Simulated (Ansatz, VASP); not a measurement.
VO2: VASP beside Ansatz

```
V O
1.0
     4.52403    0.00000    0.00000
     0.00000    4.52403    0.00000
     0.00000    0.00000    2.83365
V O
2 4
Direct
  0.00000 0.00000 0.00000
  0.50000 0.50000 0.50000
  0.29912 0.29912 0.00000
  0.20088 0.79912 0.50000
  0.70088 0.70088 0.00000
  0.79912 0.20088 0.50000
```

Change from the starting cell: volume scaled by 0.98, ions relaxed.

Alike in both runs: functional PBE; k mesh 10 × 10 × 16; occupations fermi-dirac, width 0.05 eV; collinear spin.

Ansatz relaxed the structure, and its values are those at the end. VASP's run is a single point on that final structure, the one shown.

|  | VASP | Ansatz |
| --- | --- | --- |
| version | VASP 6.6.1 | Ansatz 0.2.0 |
| potentials or method | VASP PAW PBE potentials, release 64 (V_sv, O) | plane-wave PAW, scalar-relativistic |
| plane-wave cutoff (eV) | 600 | 420 |
| valence electrons in the cell | 50 | 50 |

|  | VASP | Ansatz | Ansatz less VASP |
| --- | --- | --- | --- |
| pressure (GPa) | 7.2 | 6.6 | -0.60 |
| rms of the force components (eV/Å) | 0.012 | 0.000 | -0.0115 |
| net moment per atom (μB) | 0.33 | 0.33 | 0.000 |
| size of the moment on the site where the two differ most (μB) | 1.04 | 0.82 | -0.218 |

Site moments also hang on the region over which each program counts them. Ansatz's warnings: stress scf threshold loose.
